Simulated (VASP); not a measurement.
Set up this calculation in VASP 6.6.1, as the native input.

```yaml
Task: single point
Functional: PBE
Potentials_or_basis: VASP PAW PBE potentials, release 64 (Sn_d)
Cutoff: 520 eV
k_mesh: 5 × 5 × 4
Occupations: fermi-dirac, width 0.1 eV
Spin: no spin polarisation
Dipole_correction: no
Further_INCAR_settings: ALGO = Normal; EDIFF = 1e-06; NBANDS = 21
```

The structure of Sn lies in POSCAR:

```
Sn
1.0
   -2.9773321013      2.9790067394      1.6030901642
    2.9790067394     -2.9773321013      1.6030901642
    2.9770686044      2.9770686044     -1.6000204610
Sn
2
Direct
    0.0000231878      0.9999768122      0.0000000000
    0.7499768122      0.2500231878      0.5000000000
```

One way to write it, as run:

INCAR

```
SYSTEM = Sn
ALGO = Normal ; EDIFF = 1E-6
ENCUT = 520 ; GGA = PE
ISIF = 2 ; ISMEAR = -1
LASPH = .True. ; LCHARG = .False.
LREAL = .False. ; LWAVE = .False.
NBANDS = 21 ; NELM = 80
PREC = Accurate ; SIGMA = 0.1
```

KPOINTS

```
k-points
0
Gamma
  5 5 4
  0 0 0
```

Potentials or basis: VASP PAW PBE potentials, release 64 (Sn_d).

The run is started by

```console
$ cat potpaw_PBE.64/Sn_d/POTCAR > POTCAR
$ mpirun -np 1 vasp_std > vasp.out
```

It gave:

The pressure is 0.3 GPa, the largest force is 0.034 eV/Å and the band gap on the k mesh is zero (band 14 reaches 8.47 eV, above the bottom of band 15 at 5.94 eV).

Caveat: the k points lie up to 0.44 Å⁻¹ apart; spin-orbit coupling is left out, which moves the levels of the heavy elements.

Wall time 31 s on 1 thread of Intel Xeon 6975P-C, on a shared host, peak memory 0.21 GiB.
